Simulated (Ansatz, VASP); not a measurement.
## One calculation of P, two programs

Contents of INCAR:

```
ALGO = Normal
EDIFF = 1E-6
ENCUT = 520
GGA = PE
ISIF = 2
ISMEAR = -1
LASPH = True
LCHARG = False
LREAL = False
LWAVE = False
NBANDS = 8
NELM = 60
PREC = Accurate
SIGMA = 0.1
```

KPOINTS

```
k-points
0
Gamma
  14 14 14
```

Contents of POSCAR:

```
P
1.0
    2.5377449243      0.0000000000      0.0000000000
    0.0000000000      2.5377449243      0.0000000000
    0.0000000000      0.0000000000      2.5377449243
P
1
Direct
    0.0000000000      0.0000000000      0.0000000000
```

Input for Ansatz:

```yaml
crystal:
  lattice:
    - [2.5377449243, 0.0, 0.0]
    - [0.0, 2.5377449243, 0.0]
    - [0.0, 0.0, 2.5377449243]
  atoms:
    - { symbol: P, position: [0.0, 0.0, 0.0] }
hamiltonian:
  xc: pbe
  pseudopotentials:
    kind: paw
    azcp:
      P: "pseudopotentials/P.paw.azcp"
basis:
  ecutwfc: 420
  fft_grid_basis: typed
kpoints:
  mp_grid: { grid: [14, 14, 14], shift: [0, 0, 0] }
magnetization:
  spin_polarized: false
scf:
  occupations: { method: fermi_dirac, width: 0.1 }
  lower_state_search: "off"
output:
  stress: true
```

Alike in both runs: task single point; functional PBE; k mesh 14 × 14 × 14; occupations fermi-dirac, width 0.1 eV; no spin polarisation.

```csv
,VASP,Ansatz
version,VASP 6.6.1,Ansatz 0.2.0
potentials or method,"VASP PAW PBE potentials, release 64 (P), cutoff 520 eV","plane waves (420 eV) with PAW, scalar-relativistic"
valence electrons in the cell,5,5
```

```csv
,VASP,Ansatz,Ansatz less VASP
pressure (GPa),-9.4,-9.3,+0.16
```
